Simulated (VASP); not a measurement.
Write the native input for VASP 6.6.1 that does the following.

```yaml
Task: single point
Functional: r2SCAN
Potentials_or_basis: VASP PAW PBE potentials, release 64 (Te)
Cutoff: 520 eV
k_mesh: 11 × 11 × 8
Occupations: fermi-dirac, width 0.05 eV
Spin: no spin polarisation
Dipole_correction: no
Further_INCAR_settings: ALGO = Normal; EDIFF = 1e-06; NBANDS = 16
```

Te:

```
CELL_PARAMETERS angstrom
4.63249 0.00000 0.00000
-2.31624 4.01185 0.00000
0.00000 0.00000 5.88690
ATOMIC_POSITIONS crystal
Te 0.25359 0.00000 0.33333
Te 0.00000 0.25359 0.66667
Te 0.74641 0.74641 0.00000
```

The input as run:

POSCAR

```
Te
1.0
    4.6324895870      0.0000000000      0.0000000000
   -2.3162447935      4.0118536651      0.0000000000
    0.0000000000      0.0000000000      5.8869033494
Te
3
Direct
    0.2535874851      0.0000000000      0.3333333333
    1.0000000000      0.2535874851      0.6666666667
    0.7464125149      0.7464125149      0.0000000000
```

INCAR.step1

```
SYSTEM = Te
PREC = Accurate
ENCUT = 520
ISMEAR = -1
SIGMA = 0.05
LREAL = .False.
LASPH = .True.
NELM = 100
NBANDS = 16
GGA = PE
ALGO = Normal
EDIFF = 1E-4
LWAVE = .True.
LCHARG = .False.
```

INCAR.step2

```
SYSTEM = Te
PREC = Accurate
ENCUT = 520
EDIFF = 1E-6
ISMEAR = -1
SIGMA = 0.05
LREAL = .False.
LASPH = .True.
NELM = 100
ALGO = Normal
ISIF = 2
LWAVE = .False.
LCHARG = .False.
METAGGA = R2SCAN
LMIXTAU = .True.
NBANDS = 16
ISTART = 1
```

KPOINTS

```
regular mesh
0
Gamma
  11 11 8
  0 0 0
```

Potentials or basis: VASP PAW PBE potentials, release 64 (Te).

Launch:

```bash
$ cat potpaw_PBE.64/Te/POTCAR > POTCAR
$ cp INCAR.step1 INCAR
$ mpirun -np 1 vasp_std > vasp.out
$ cp INCAR.step2 INCAR
$ mpirun -np 1 vasp_std > vasp.out
```

Results of the run:

The pressure is 0.0 GPa, the largest force is 0.020 eV/Å and the band gap on the k mesh is 0.69 eV, direct.

Caveat: the PAW data sets were made with another functional, which shifts forces and pressure a little; spin-orbit coupling is left out, which moves the levels of the heavy elements.

Wall time 21 min on 1 thread of Oxide Virtual Turin-like Processor (shared host), peak memory 0.31 GiB.
